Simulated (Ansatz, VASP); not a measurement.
**MgSi4N: VASP beside Ansatz**

INCAR

```
PREC = Accurate ; ENCUT = 520
EDIFF = 1E-6 ; ISMEAR = 0
SIGMA = 0.1 ; LREAL = F
LASPH = T ; NELM = 150
ALGO = Normal ; ISIF = 2
LWAVE = F ; LCHARG = F
ISPIN = 2 ; MAGMOM = 0 0 0 0 0 1
LORBIT = 11 ; GGA = PE
NBANDS = 24
```

File KPOINTS:

```
Automatic mesh
0
Gamma
  4 4 4
```

File POSCAR:

```
MgSi4N
1.0
    2.5473141300     -4.2826794800      0.0000000000
    2.5473141300      4.2826794800      0.0000000000
    0.0000000000      0.0000000000      4.1081491900
Mg Si N
1 4 1
Direct
    0.0000000000      0.0000000000      0.5000000000
    0.1683408000      0.8316592000      0.0000000000
    0.8316592000      0.1683408000      0.0000000000
    0.0000000000      0.5000000000      0.5000000000
    0.5000000000      0.0000000000      0.5000000000
    0.5000000000      0.5000000000      0.0000000000
```

Input for Ansatz:

```yaml
crystal:
  lattice:
    - [2.54731413, -4.28267948, 0.0]
    - [2.54731413, 4.28267948, 0.0]
    - [0.0, 0.0, 4.10814919]
  atoms:
    - { symbol: Mg, position: [0.0, 0.0, 0.5] }
    - { symbol: Si, position: [0.1683408, 0.8316592, 0.0] }
    - { symbol: Si, position: [0.8316592, 0.1683408, 0.0] }
    - { symbol: Si, position: [0.0, 0.5, 0.5] }
    - { symbol: Si, position: [0.5, 0.0, 0.5] }
    - { symbol: "N", position: [0.5, 0.5, 0.0], spin: 1.0 }
basis:
  ecutwfc: 420
kpoints:
  mp_grid: { grid: [4, 4, 4] }
hamiltonian:
  xc: pbe
scf:
  occupations: { method: gaussian, width: 0.1 }
  lower_state_search: "off"
output:
  forces: true
  stress: true
  eigenvalues: true
  populations: true
magnetization:
  spin_polarized: true
```

Change from the starting cell: species swapped into the TmAlNi4 type (Cmmm, No. 65).

Alike in both runs: task single point; functional PBE; k mesh 4 × 4 × 4; occupations gaussian, width 0.1 eV; collinear spin.

|  | VASP | Ansatz |
| --- | --- | --- |
| version | VASP 6.6.1 | Ansatz 0.2.0 |
| potentials or method | VASP PAW PBE potentials, release 64 (Mg, Si, N), cutoff 520 eV | scalar-relativistic, plane waves, PAW |
| valence electrons in the cell | 23 | 31 |

```csv
,VASP,Ansatz,Ansatz less VASP
gap on the k mesh at the Fermi level (eV),none,none,-
pressure (GPa),9.3,9.3,+0.02
"traceless stress, the component that is largest in VASP (GPa)",-5.96,-5.94,+0.019
rms of the force components (eV/Å),0.134,0.133,-0.0015
net moment per atom (μB),0.21,0.21,+0.001
size of the moment on the site where the two differ most (μB),0.91,1.24,+0.331
```

Site moments also hang on the region over which each program counts them. Atom by atom the forces differ by 0.001 eV/Å (rms over components). A gap of «none» marks a metal or a gap that the smearing closes. VASP's potentials hold 23 valence electrons a cell and Ansatz's 31, so a difference there can come from the potentials and not from the codes.

The k mesh is coarse, so the values compare programs but aren't converged.
